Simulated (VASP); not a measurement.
# InP (F-43m) in VASP: a series of runs

InP is run at these levels: B3LYP; tasks: single point.

Program: VASP 6.6.1. These are calculated values, not measurements. Logs are shortened: lines on timing, memory, paths and dates and some standing lists are left out, and cuts for length are marked.

### 1 The cell of the first run

Symmetry: F-43m, No. 216, cubic system. Conventional cell: a = 5.741 Å, b = 5.741 Å, c = 5.741 Å, α = 90.00°, β = 90.00°, γ = 90.00°. In (site symmetry -43m) has 4 P at 2.49 Å within 3.3 Å. Within 3.3 Å of P (site symmetry -43m) lie 4 In at 2.49 Å.

### 2 Single point, B3LYP

POSCAR

```
InP
1.0
    0.0000000000      2.8706770916      2.8706770916
    2.8706770916      0.0000000000      2.8706770916
    2.8706770916      2.8706770916      0.0000000000
In P
1 1
Direct
    0.0000000000      0.0000000000      0.0000000000
    0.7500000000      0.7500000000      0.7500000000
```

INCAR.step1

```
SYSTEM = InP
PREC = Accurate
ENCUT = 520
EDIFF = 1E-5
ISMEAR = -1
SIGMA = 0.05
LREAL = .FALSE.
LASPH = .TRUE.
NELM = 80
ALGO = Normal
ISIF = 2
LWAVE = .TRUE.
LCHARG = .FALSE.
GGA = PE
NBANDS = 16
```

INCAR.step2

```
SYSTEM = InP
PREC = Accurate
ENCUT = 520
EDIFF = 1E-6
ISMEAR = -1
SIGMA = 0.05
LREAL = .FALSE.
LASPH = .TRUE.
NELM = 80
ALGO = Normal
ISIF = 2
LWAVE = .FALSE.
LCHARG = .FALSE.
GGA = B3
LHFCALC = .TRUE.
AEXX = 0.2
AGGAX = 0.72
AGGAC = 0.81
ALDAC = 0.19
PRECFOCK = Normal
ISTART = 1
NBANDS = 16
```

KPOINTS

```
Automatic mesh
0
G
  4 4 4
  0 0 0
```

Potentials or basis: VASP PAW PBE potentials, release 64 (In_d, P).

Run with:

```
> cat potpaw_PBE.64/In_d/POTCAR potpaw_PBE.64/P/POTCAR > POTCAR
> cp INCAR.step1 INCAR
> mpirun -np 1 vasp_std > vasp.out
> cp INCAR.step2 INCAR
> mpirun -np 1 vasp_std > vasp.out
```

OUTCAR:

```text
SYSTEM = InP
   PREC = Accurate
   ENCUT = 520
   EDIFF = 1E-6
   ISMEAR = -1
   LREAL = .FALSE.
   LASPH = .TRUE.
   NELM = 80
   ISIF = 2
   GGA = B3
   LHFCALC = .TRUE.
   AEXX = 0.2
   PRECFOCK = Normal
   ISTART = 1

 ion  position               nearest neighbor table
   1  0.000  0.000  0.000-   2 2.49   2 2.49   2 2.49   2 2.49
   2  0.750  0.750  0.750-   1 2.49   1 2.49   1 2.49   1 2.49

  LATTYP: Found a face centered cubic cell.
 ALAT       =     5.7413541832

  Lattice vectors:

 A1 = (   0.0000000000,   2.8706770916,   2.8706770916)
 A2 = (   2.8706770916,   0.0000000000,   2.8706770916)
 A3 = (   2.8706770916,   2.8706770916,   0.0000000000)

Analysis of symmetry for initial positions (statically):
=====================================================================
 Subroutine PRICEL returns:
 Original cell was already a primitive cell.

 Routine SETGRP: Setting up the symmetry group for a
 face centered cubic supercell.

 Subroutine GETGRP returns: Found 24 space group operations
 (whereof 24 operations were pure point group operations)
 out of a pool of 48 trial point group operations.

The static configuration has the point symmetry T_d .

Analysis of symmetry for dynamics (positions and initial velocities):
=====================================================================
 Subroutine PRICEL returns:
 Original cell was already a primitive cell.

 Routine SETGRP: Setting up the symmetry group for a
 face centered cubic supercell.

 Subroutine GETGRP returns: Found 24 space group operations
 (whereof 24 operations were pure point group operations)
 out of a pool of 48 trial point group operations.

The dynamic configuration has the point symmetry T_d .

 Subroutine INISYM returns: Found 24 space group operations
 (whereof 24 operations are pure point group operations),
 and found     1 'primitive' translations

----------------------------------------------------------------------------------------

                                     Primitive cell

  volume of cell :      47.3133

  direct lattice vectors                    reciprocal lattice vectors
     0.000000000  2.870677092  2.870677092    -0.174174936  0.174174936  0.174174936
     2.870677092  0.000000000  2.870677092     0.174174936 -0.174174936  0.174174936
     2.870677092  2.870677092  0.000000000     0.174174936  0.174174936 -0.174174936

  length of vectors
     4.059750476  4.059750476  4.059750476     0.301679839  0.301679839  0.301679839

  position of ions in fractional coordinates (direct lattice)
     0.000000000  0.000000000  0.000000000
     0.750000000  0.750000000  0.750000000

  ion indices of the primitive-cell ions
   primitive index   ion index
                 1           1
                 2           2

----------------------------------------------------------------------------------------

 KPOINTS: Automatic mesh

Automatic generation of k-mesh.
 Grid dimensions read from file:
 generate k-points for:    4    4    4

 Generating k-lattice:

  Cartesian coordinates                     Fractional coordinates (reciprocal lattice)
    -0.043543734  0.043543734  0.043543734     0.250000000  0.000000000  0.000000000
     0.043543734 -0.043543734  0.043543734     0.000000000  0.250000000  0.000000000
     0.043543734  0.043543734 -0.043543734     0.000000000  0.000000000  0.250000000

  Length of vectors
     0.075419960  0.075419960  0.075419960

  Shift w.r.t. Gamma in fractional coordinates (k-lattice)
     0.000000000  0.000000000  0.000000000

 Subroutine IBZKPT returns following result:
 ===========================================

 Found      8 irreducible k-points:

 Following reciprocal coordinates:
            Coordinates               Weight
  0.000000  0.000000  0.000000      1.000000
  0.250000  0.000000  0.000000      8.000000
  0.500000  0.000000  0.000000      4.000000
  0.250000  0.250000  0.000000      6.000000
  0.500000  0.250000  0.000000     24.000000
 -0.250000  0.250000  0.000000     12.000000
  0.500000  0.500000  0.000000      3.000000
 -0.250000  0.500000  0.250000      6.000000
   k-points           NKPTS =      8   k-points in BZ     NKDIM =     64   number of bands    NBANDS=     16
   number of dos      NEDOS =    301   number of ions     NIONS =      2
   total plane-waves  NPLWV =  27000
   dimension x,y,z NGX =    30 NGY =   30 NGZ =   30
   dimension x,y,z NGXF=    60 NGYF=   60 NGZF=   60
   ions per type =               1   1
   NGX,Y,Z   is equivalent  to a cutoff of  12.28, 12.28, 12.28 a.u.
   NGXF,Y,Z  is equivalent  to a cutoff of  24.57, 24.57, 24.57 a.u.
 SYSTEM =  InP
   PREC   = accura    normal or accurate (medium, high low for compatibility)
   ISTART =      1    job   : 0-new  1-cont  2-samecut
   ICHARG =      0    charge: 1-file 2-atom 10-const
   ISPIN  =      1    spin polarized calculation?
   LNONCOLLINEAR =      F non collinear calculations
   LSORBIT =      F    spin-orbit coupling
   LASPH  =      T    aspherical Exc in radial PAW
   ENCUT  =  520.0 eV  38.22 Ry    6.18 a.u.   7.55  7.55  7.55*2*pi/ulx,y,z
   NELM   =     80;   NELMIN=  2; NELMDL=  0     # of ELM steps
   EDIFF  = 0.1E-05   stopping-criterion for ELM
   LREAL  =      F    real-space projection
   EDIFFG = 0.1E-04   stopping-criterion for IOM
   NSW    =      0    number of steps for IOM
   IBRION =     -1    ionic relax: 0-MD 1-quasi-New 2-CG
   NFREE  =      0    steps in history (QN), initial steepest desc. (CG)
   ISIF   =      2    stress and relaxation
   ISYM   =      3    0-nonsym 1-usesym 2-fastsym
   POTIM  = 0.5000    time-step for ionic-motion
   TEBEG  =    0.0;   TEEND  =   0.0 temperature during run
   PSTRESS=    0.0 pullay stress
   NELECT =      18.0000    total number of electrons
   NUPDOWN=      -1.0000    fix difference up-down
   EMIN   =  10.00;   EMAX   =-10.00  energy-range for DOS
   EFERMI =   0.00;   METHOD = LEGACY
   ISMEAR =    -1;   SIGMA  =   0.05  broadening in eV -4-tet -1-fermi 0-gaus
   EFERMI_NEDOS =   21; number of points for ismear=-14 and -15
   IALGO  =     38    algorithm
   IMIX   =      1    mixing-type and parameters
     AMIX     =   0.40;   BMIX     =  1.00
     AMIX_MAG =   1.60;   BMIX_MAG =  1.00
  volume/ion in A,a.u.               =      23.66       159.64
  Fermi-wavevector in a.u.,A,eV,Ry     =   1.186237  2.241662 19.145537  1.407157
  Thomas-Fermi vector in A             =   2.322414
   LORBIT       =      0    0 simple, 1 ext, 2 COOP (PROOUT), +10 PAW based schemes
   GGA     = B3    functional components
   LHFCALC =     T    Hartree Fock is set to
   PRECFOCK=normal    Normal, Fast or Accurate (Low or Medium for compatibility)
   ENCUT4O =  -1.0   cutoff for four orbital integrals eV
   NKREDX  =     1    reduce k-point grid by
   NKREDY  =     1    reduce k-point grid by
   NKREDZ  =     1    reduce k-point grid by
   AEXX    =    0.2000 exact exchange contribution
   HFSCREEN=    0.0000 screening length (either q_TF or 0.3 A-1)
   HFSCREENC=   0.0000 screening length for correlation (either q_TF or 0.3 A-1)
   ENCUTFOCK=  -1.0 apply spherical cutoff to Coloumb kernel
   IVDW    =     0    specifies the selected vdW correction
   LEPSILON=     F    determine dielectric tensor
   LRPA    =     F    only Hartree local field effects (RPA)
 non-spin polarized calculation
  energy-cutoff  :      520.00
  volume of cell :       47.31
 maximum number of plane-waves:      1287
  NGX = 24; NGY = 24; NGZ = 24

 number of electron      17.9999999 magnetization

 Free energy of the ion-electron system (eV)
  ---------------------------------------------------
  ext. energy  EPLUGINS =         0.00000000
  ---------------------------------------------------
  free energy    TOTEN  =        -9.04254603 eV

  energy without entropy =       -9.04254603  energy(sigma->0) =       -9.04254603

 E-fermi :   6.6380     XC(G=0):  -7.5805

 val. band max:        5.5003441837   @ k =   0.0000   0.0000   0.0000
 cond. band min:       7.7407299859   @ k =   0.0000   0.0000   0.0000
 fundamental gap:      2.2403858023
 Fermi energy:         6.6379835113

 k-point     1 :       0.0000    0.0000    0.0000
  band No.  band energies     occupation
      1     -10.2791      2.00000
      2     -10.2791      2.00000
      3     -10.2791      2.00000
      4     -10.0841      2.00000
      5     -10.0841      2.00000
      6      -7.4938      2.00000
      7       5.5003      2.00000
      8       5.5003      2.00000
      9       5.5003      2.00000
     10       7.7407      0.00000
     11      10.8752      0.00000
     12      10.8752      0.00000
     13      10.8752      0.00000
     14      15.9744      0.00000
     15      16.6522      0.00000
     16      16.6522      0.00000

 k-point     2 :       0.2500    0.0000    0.0000
  band No.  band energies     occupation
      1     -10.3551      2.00000
      2     -10.2502      2.00000
      3     -10.2502      2.00000
      4     -10.0815      2.00000
      5     -10.0815      2.00000
      6      -6.7004      2.00000
      7       1.7014      2.00000
      8       4.8462      2.00000
      9       4.8462      2.00000
     10       8.7014      0.00000
     11      11.6686      0.00000
     12      11.6686      0.00000
     13      12.4025      0.00000
     14      15.6885      0.00000
     15      15.6885      0.00000
     16      16.3245      0.00000

 k-point     3 :       0.5000    0.0000    0.0000
  band No.  band energies     occupation
      1     -10.4231      2.00000
      2     -10.2303      2.00000
      3     -10.2303      2.00000
      4     -10.0690      2.00000
      5     -10.0690      2.00000
      6      -5.4428      2.00000
      7      -1.0329      2.00000
      8       4.3526      2.00000
      9       4.3526      2.00000
     10       8.3689      0.00000
     11      11.6628      0.00000
     12      11.6628      0.00000
     13      14.2261      0.00000
     14      16.8921      0.00000
     15      17.9981      0.00000
     16      17.9981      0.00000

 k-point     4 :       0.2500    0.2500    0.0000
  band No.  band energies     occupation
      1     -10.4030      2.00000
      2     -10.2160      2.00000
      3     -10.2160      2.00000
      4     -10.1137      2.00000
      5     -10.0635      2.00000
      6      -6.4416      2.00000
      7       1.9063      2.00000
      8       3.8522      2.00000
      9       3.8522      2.00000
     10       9.1650      0.00000
     11      10.0940      0.00000
     12      13.4819      0.00000
     13      13.4819      0.00000
     14      14.0171      0.00000
     15      17.2149      0.00000
     16      19.7799      0.00000

 k-point     5 :       0.5000    0.2500    0.0000
  band No.  band energies     occupation
      1     -10.4504      2.00000
      2     -10.2018      2.00000
      3     -10.1868      2.00000
      4     -10.1104      2.00000
      5     -10.0595      2.00000
      6      -5.1432      2.00000
      7      -0.5006      2.00000
      8       2.3896      2.00000
      9       3.4601      2.00000
     10       9.3121      0.00000
     11      11.4032      0.00000
     12      13.2421      0.00000
     13      13.7552      0.00000
     14      16.8909      0.00000
     15      18.1336      0.00000
     16      19.4990      0.00000

 k-point     6 :      -0.2500    0.2500    0.0000
  band No.  band energies     occupation
      1     -10.4162      2.00000
      2     -10.2215      2.00000
      3     -10.2131      2.00000
      4     -10.0865      2.00000
      5     -10.0793      2.00000
      6      -5.6125      2.00000
      7       0.1697      2.00000
      8       2.2494      2.00000
      9       4.2975      2.00000
     10       9.9339      0.00000
     11      12.0691      0.00000
     12      12.6245      0.00000
     13      12.6297      0.00000
     14      15.1611      0.00000
     15      17.8246      0.00000
     16      19.3047      0.00000

 k-point     7 :       0.5000    0.5000    0.0000
  band No.  band energies     occupation
      1     -10.5011      2.00000
      2     -10.1494      2.00000
      3     -10.1494      2.00000
      4     -10.1494      2.00000
      5     -10.0426      2.00000
      6      -4.6643      2.00000
      7      -1.0032      2.00000
      8       2.7787      2.00000
      9       2.7787      2.00000
     10       8.3546      0.00000
     11       9.0221      0.00000
     12      16.7405      0.00000
     13      17.1690      0.00000
     14      17.1690      0.00000
     15      18.0337      0.00000
     16      19.2125      0.00000

 k-point     8 :      -0.2500    0.5000    0.2500
  band No.  band energies     occupation
      1     -10.4613      2.00000
      2     -10.2037      2.00000
      3     -10.1599      2.00000
      4     -10.1111      2.00000
      5     -10.0672      2.00000
      6      -4.5615      2.00000
      7      -0.8216      2.00000
      8       2.0826      2.00000
      9       2.1230      2.00000
     10      11.1207      0.00000
     11      11.5489      0.00000
     12      12.6172      0.00000
     13      13.1230      0.00000
     14      17.8124      0.00000
     15      18.7951      0.00000
     16      19.4774      0.00000

------------------------ aborting loop because EDIFF is reached ----------------------------------------

  FORCE on cell =-STRESS in cart. coord.  units (eV):
  Direction    XX          YY          ZZ          XY          YZ          ZX
  --------------------------------------------------------------------------------------
  -------------------------------------------------------------------------------------
  Total        3.0057309      3.0057309      3.0057309      0.0000000     -0.0000000     -0.0000000
  in kB      101.7835623    101.7835623    101.7835623      0.0000000     -0.0000000     -0.0000000
  external PRESSURE =     101.7835623 kB  Pullay stress =       0.0000000 kB

 VOLUME and BASIS-vectors are now :
 -----------------------------------------------------------------------------
  energy-cutoff  :      520.00
  volume of cell :       47.31
      direct lattice vectors                 reciprocal lattice vectors
     0.000000000  2.870677092  2.870677092    -0.174174936  0.174174936  0.174174936
     2.870677092  0.000000000  2.870677092     0.174174936 -0.174174936  0.174174936
     2.870677092  2.870677092  0.000000000     0.174174936  0.174174936 -0.174174936

 POSITION                                       TOTAL-FORCE (eV/Angst)
 -----------------------------------------------------------------------------------
      0.00000      0.00000      0.00000        -0.000000     -0.000000     -0.000000
      4.30602      4.30602      4.30602         0.000000      0.000000      0.000000
 -----------------------------------------------------------------------------------
    total drift:                                0.000022      0.000046      0.000019

  FREE ENERGIE OF THE ION-ELECTRON SYSTEM (eV)
  ---------------------------------------------------
  free  energy   TOTEN  =        -9.0425460334 eV

  energy  without entropy=       -9.0425460333  energy(sigma->0) =       -9.04254603
```

It used 630 s of CPU time on 1 thread of AMD EPYC 7R13 Processor (Zen 3), on a shared host.

Results:

- Free energy: -9.0425 eV
- Pressure: 10.2 GPa
- Band gap on the k mesh: 2.24 eV

Levels at points of the mesh, in eV from the valence-band top:
| k point | band 7 | band 8 | band 9 | band 10 | band 11 | band 12 |
| --- | --- | --- | --- | --- | --- | --- |
| (0.00, 0.00, 0.00) | 0.00 | 0.00 | 0.00 | 2.24 | 5.37 | 5.37 |
| (0.50, 0.00, 0.00) | -6.53 | -1.15 | -1.15 | 2.87 | 6.16 | 6.16 |
| (0.50, 0.50, 0.00) | -6.50 | -2.72 | -2.72 | 2.85 | 3.52 | 11.24 |

Caveat: the k points lie up to 0.47 Å⁻¹ apart; the PAW data sets were made with another functional, which shifts forces and pressure a little; spin-orbit coupling is left out, which moves the levels of the heavy elements.

### 3 Single point, B3LYP

This run uses another cell than the first one, of 24.16 Å³/atom.

POSCAR

```
InP
1.0
    0.0000000000      2.8908937935      2.8908937935
    2.8908937935      0.0000000000      2.8908937935
    2.8908937935      2.8908937935      0.0000000000
In P
1 1
Direct
    0.0000000000      0.0000000000      0.0000000000
    0.7500000000      0.7500000000      0.7500000000
```

INCAR.step1

```
SYSTEM = InP
PREC = Accurate ; ENCUT = 520
EDIFF = 1E-5 ; ISMEAR = -1
SIGMA = 0.05 ; LREAL = .False.
LASPH = .True. ; NELM = 80
ALGO = Normal ; ISIF = 2
LWAVE = .True. ; LCHARG = .False.
GGA = PE ; NBANDS = 16
```

INCAR.step2

```
SYSTEM = InP
PREC = Accurate ; ENCUT = 520
EDIFF = 1E-7 ; ISMEAR = -1
SIGMA = 0.05 ; LREAL = .False.
LASPH = .True. ; NELM = 80
ALGO = Normal ; ISIF = 2
LWAVE = .False. ; LCHARG = .False.
GGA = B3 ; LHFCALC = .True.
AEXX = 0.2 ; AGGAX = 0.72
AGGAC = 0.81 ; ALDAC = 0.19
PRECFOCK = Normal ; ISTART = 1
NBANDS = 16
```

KPOINTS

```
regular mesh
0
Gamma
  4 4 4
  0 0 0
```

Potentials or basis: VASP PAW PBE potentials, release 64 (In_d, P).

Run with:

```
> cat potpaw_PBE.64/In_d/POTCAR potpaw_PBE.64/P/POTCAR > POTCAR
> cp INCAR.step1 INCAR
> mpirun -np 1 vasp_std > vasp.out
> cp INCAR.step2 INCAR
> mpirun -np 1 vasp_std > vasp.out
```

It used 720 s of CPU time on 1 thread of AMD EPYC 7R13 Processor (Zen 3), with other jobs on the host.

The run converged. Its results:

```
Free energy            : -9.1006 eV
Pressure               : 8.1 GPa
Band gap on the k mesh : 2.11 eV
```

Levels at points of the mesh, in eV from the valence-band top:
```
           k point  band 7  band 8  band 9  band 10  band 11  band 12
(0.00, 0.00, 0.00)    0.00    0.00    0.00     2.11     5.37     5.37
(0.50, 0.00, 0.00)   -6.41   -1.11   -1.11     2.81     6.16     6.16
(0.50, 0.50, 0.00)   -6.40   -2.64   -2.64     2.89     3.52    11.09
```

Caveat: the k points lie up to 0.47 Å⁻¹ apart; the PAW data sets were made with another functional, which shifts forces and pressure a little; spin-orbit coupling is left out, which moves the levels of the heavy elements.

[end of part 1 of 2]
